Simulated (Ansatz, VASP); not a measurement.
This is a calculation of As for VASP 6.6.1.

Contents of POSCAR:

```
As
1.0
    2.7215874433      0.0000000000      0.0000000000
    0.0000000000      2.7215874433      0.0000000000
    0.0000000000      0.0000000000      2.7215874433
As
1
Direct
    0.5000000000      0.5000000000      0.5000000000
```

Contents of INCAR.step1:

```
PREC = Accurate
ENCUT = 520
EDIFF = 1E-5
ISMEAR = -1
SIGMA = 0.05
LREAL = F
LASPH = T
NELM = 120
ALGO = Normal
ISIF = 2
LWAVE = T
GGA = PE
NBANDS = 14
GGA_COMPAT = F
```

File INCAR.step2:

```
PREC = Accurate
ENCUT = 520
EDIFF = 1E-6
ISMEAR = -1
SIGMA = 0.05
LREAL = F
LASPH = T
NELM = 120
ALGO = Normal
ISIF = 2
LWAVE = F
LCHARG = T
GGA = PE
LHFCALC = T
AEXX = 0.25
PRECFOCK = Normal
LELF = T
LVHAR = T
ISTART = 1
NBANDS = 14
GGA_COMPAT = F
```

Contents of KPOINTS:

```
regular mesh
0
Gamma
  6 6 6
```

Potentials or basis: VASP PAW PBE potentials, release 64 (As_d).

Run with:

```bash
$ cat potpaw_PBE.64/As_d/POTCAR > POTCAR
$ cp INCAR.step1 INCAR
$ mpirun -np 1 vasp_std > vasp.out
$ cp INCAR.step2 INCAR
$ mpirun -np 1 vasp_std > vasp.out
```

**Question.** Set up the same calculation for Ansatz 0.2.0. Potentials there: Ansatz PAW.

**Answer.** As run (the cutoff follows the program's own potentials):

The input input.yaml:

```yaml
crystal:
  lattice:
    - [2.7215874433, 0.0, 0.0]
    - [0.0, 2.7215874433, 0.0]
    - [0.0, 0.0, 2.7215874433]
  atoms:
    - { symbol: As, position: [0.5, 0.5, 0.5] }
hamiltonian:
  xc: pbe0
  pseudopotentials: { kind: paw }
kpoints:
  mp_grid: { grid: [6, 6, 6] }
scf:
  occupations: { method: fermi_dirac, width: 0.05 }
output:
  forces: true
  stress: true
  eigenvalues: true
```

Potentials or basis: Ansatz PAW.

Run with:

```console
$ ansatz run input.yaml --threads 2 --pin off --max-ram 5632MiB --backend cpu --events-out ev --progress --plain --runs-dir out
```

Both were run:

|  | VASP | Ansatz | Ansatz less VASP |
| --- | --- | --- | --- |
| gap on the k mesh at the Fermi level (eV) | none | none | - |
| pressure (GPa) | -2.9 | -3.4 | -0.44 |

A gap of «none» marks a metal or a gap that the smearing closes.

The k mesh is coarse, so the values compare programs but aren't converged.
